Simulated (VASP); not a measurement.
Wanted: the native input for a VASP 6.6.1 run.

```
Task                   : single point
Functional             : PBEsol
Potentials or basis    : VASP PAW PBE potentials, release 64 (Sb)
Cutoff                 : 520 eV
k mesh                 : 6 × 6 × 4
Occupations            : fermi-dirac, width 0.05 eV
Spin                   : no spin polarisation
Dipole correction      : no
Further INCAR settings : ALGO = Normal; EDIFF = 1e-06; NBANDS = 18
```

The structure of Sb lies in POSCAR:

```
Sb
1.0
    3.8690941952      0.0000000000     -0.1051707763
    0.0000000000      4.4786451462      0.0000000000
   -1.2762673802      0.0000000000      5.6892417528
Sb
4
Direct
    0.3507580310      0.2500000000      0.7604940924
    0.8490815217      0.7500000000      0.7440887853
    0.1509184783      0.2500000000      0.2559112147
    0.6492419690      0.7500000000      0.2395059076
```

One way to write it, as run:

INCAR

```
  PREC = Accurate
  ENCUT = 520
  EDIFF = 1E-6
  ISMEAR = -1
  SIGMA = 0.05
  LREAL = F
  LASPH = T
  NELM = 80
  ALGO = Normal
  ISIF = 2
  LWAVE = F
  LCHARG = F
  GGA = PS
  NBANDS = 18
```

KPOINTS

```
Automatic mesh
0
Gamma
  6 6 4
```

Potentials or basis: VASP PAW PBE potentials, release 64 (Sb).

The run is started by

```sh
$ cat potpaw_PBE.64/Sb/POTCAR > POTCAR
$ mpirun -np 1 vasp_std > vasp.out
```

Results of the run:

The pressure is 10.3 GPa, the largest force is 0.044 eV/Å and the band gap on the k mesh is zero (bands 10 and 11 overlap by 1.94 eV).

Caveat: the cell stands under pressure; the PAW data sets were made with another functional, which shifts forces and pressure a little; spin-orbit coupling is left out, which moves the levels of the heavy elements.

Run time: 31 s on 1 thread of Intel(R) Xeon(R) 6975P-C (Granite Rapids), with other jobs on the host, peak memory 0.24 GiB.
